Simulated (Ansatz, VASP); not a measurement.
## SiGe3Ru2: VASP beside Ansatz

```
CELL_PARAMETERS angstrom
3.60192 0.00000 0.00000
0.00000 3.60192 0.00000
0.00000 0.00000 9.16424
ATOMIC_POSITIONS crystal
Si 0.00000 0.00000 0.00000
Ge 0.50000 0.50000 0.70644
Ge 0.50000 0.50000 0.29356
Ge 0.50000 0.50000 0.00000
Ru 0.00000 0.50000 0.50000
Ru 0.50000 0.00000 0.50000
```

Alike in both runs: task relaxation of cell and atoms; functional PBE; k mesh 6 × 6 × 2; occupations gaussian, width 0.1 eV; no spin polarisation.

|  | VASP | Ansatz |
| --- | --- | --- |
| version | VASP 6.6.1 | Ansatz 0.2.0 |
| potentials or method | VASP PAW PBE potentials, release 64 (Si, Ge_d, Ru_pv), cutoff 600 eV | scalar-relativistic, plane waves, PAW |
| valence electrons in the cell | 74 | 78 |

|  | VASP | Ansatz | Ansatz less VASP |
| --- | --- | --- | --- |
| gap on the k mesh at the Fermi level, each at its own relaxed structure (eV) | none | none | - |
| relaxed volume (Å³/atom) | 19.72 | 19.75 | +0.022 |
| relaxed length of the cell vector where the two differ most in proportion (Å) | 3.638 | 3.641 | +0.0029 |

A gap of «none» marks a metal or a gap that the smearing closes. VASP's potentials hold 74 valence electrons a cell and Ansatz's 78, so a difference there can come from the potentials and not from the codes.
